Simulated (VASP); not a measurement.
Input of a VASP 6.6.1 run:

INCAR

```
SYSTEM = TaN
  PREC = Accurate
  ENCUT = 520
  EDIFF = 1E-7
  ISMEAR = 0
  SIGMA = 0.05
  LREAL = .False.
  LASPH = .True.
  NELM = 150
  ALGO = Normal
  ISIF = 2
  LWAVE = .False.
  LCHARG = .False.
  ISPIN = 2
  MAGMOM = 0 0 0 0 0 0
  LORBIT = 11
  LMAXMIX = 4
  LDAU = .True.
  LDAUTYPE = 2
  LDAUL = 2 -1
  LDAUU = 2 0
  LDAUJ = 0 0
  LDAUPRINT = 1
  NBANDS = 37
```

KPOINTS

```
Automatic mesh
0
Gamma
  4 4 6
  0 0 0
```

POSCAR

```
TaN
1.0
    5.1960001500      0.0000000000      0.0000000000
   -2.5980000800      4.4998681300      0.0000000000
    0.0000000000      0.0000000000      2.9109996000
Ta N
3 3
Direct
    0.3333333333      0.6666666667      0.5000000000
    0.6666666667      0.3333333333      0.5000000000
    0.0000000000      0.0000000000      0.0000000000
    0.3928500000      0.0000000000      0.0000000000
    0.6071500000      0.6071500000      0.0000000000
    0.0000000000      0.3928500000      0.0000000000
```

Potentials or basis: VASP PAW LDA potentials, release 64 (Ta_pv, N).

The run is started by

```console
$ cat potpaw_LDA.64/Ta_pv/POTCAR potpaw_LDA.64/N/POTCAR > POTCAR
$ mpirun -np 1 vasp_std > vasp.out
```

Q: Predict the pressure.

A: -2.4 GPa.

Q: Predict the largest force.

A: 0.088 eV/Å.

Q: Estimate the net moment.

A: 0.00 μB per cell.

Q: What does it give for the band gap on the k mesh?

A: Zero (filled and empty bands overlap).

Eigenvalues of the final occupation matrices:
```tsv
site	spin	trace	eigenvalues
site 1 d	1	1.20	0.22 0.22 0.24 0.24 0.28
site 1 d	2	1.20	0.22 0.22 0.24 0.24 0.28
site 2 d	1	1.20	0.22 0.22 0.24 0.24 0.28
site 2 d	2	1.20	0.22 0.22 0.24 0.24 0.28
site 3 d	1	1.21	0.20 0.20 0.24 0.24 0.33
site 3 d	2	1.21	0.20 0.20 0.24 0.24 0.33
```

Caveat: spin-orbit coupling is left out, which moves the levels of the heavy elements.
